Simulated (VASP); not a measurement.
Here is a VASP 6.6.1 calculation.

INCAR

```
SYSTEM = PbS
ALGO     = Normal         ! electronic algorithm
EDIFF    = 1E-6           ! SCF threshold, eV
ENCUT    = 520            ! plane-wave cutoff, eV
GGA      = PS             ! functional
ISIF     = 2              ! what is computed and relaxed
ISMEAR   = -1             ! smearing method
IVDW     = 12             ! dispersion correction
LASPH    = .True.         ! aspherical terms in the spheres
LCHARG   = .False.        ! write CHGCAR
LREAL    = .False.        ! projectors in reciprocal space
LWAVE    = .False.        ! write WAVECAR
NBANDS   = 28             ! bands
NELM     = 80             ! most SCF steps
PREC     = Accurate       ! precision mode
SIGMA    = 0.05           ! smearing width, eV
```

KPOINTS

```
k-points
0
Gamma
  7 7 6
  0 0 0
```

POSCAR

```
PbS
1.0
    2.0172957798     -5.6288681138      0.0000000000
    2.0172957798      5.6288681138      0.0000000000
    0.0000000000      0.0000000000      4.2006083546
Pb S
2 2
Direct
    0.1238032575      0.8761967425      0.2500000000
    0.8761967425      0.1238032575      0.7500000000
    0.3619232701      0.6380767299      0.2500000000
    0.6380767299      0.3619232701      0.7500000000
```

Potentials or basis: VASP PAW PBE potentials, release 64 (Pb_d, S).

Launch:

```sh
$ cat potpaw_PBE.64/Pb_d/POTCAR potpaw_PBE.64/S/POTCAR > POTCAR
$ mpirun -np 1 vasp_std > vasp.out
```

**Question.** What does it give for the dispersion energy per atom?

**Answer.** -0.361 eV.

**Question.** Estimate the band gap on the k mesh.

**Answer.** 1.02 eV (least direct gap 1.09 eV).

**Question.** Predict the pressure.

**Answer.** 0.0 GPa.

Stress tensor (GPa, compression positive):
```
-0.02  0.00  0.00
 0.00 -0.11  0.00
 0.00  0.00 -0.01
```

Caveat: the PAW data sets were made with another functional, which shifts forces and pressure a little; spin-orbit coupling is left out, which moves the levels of the heavy elements; an odd mesh through Γ misses points on the zone boundary, where band edges can lie.
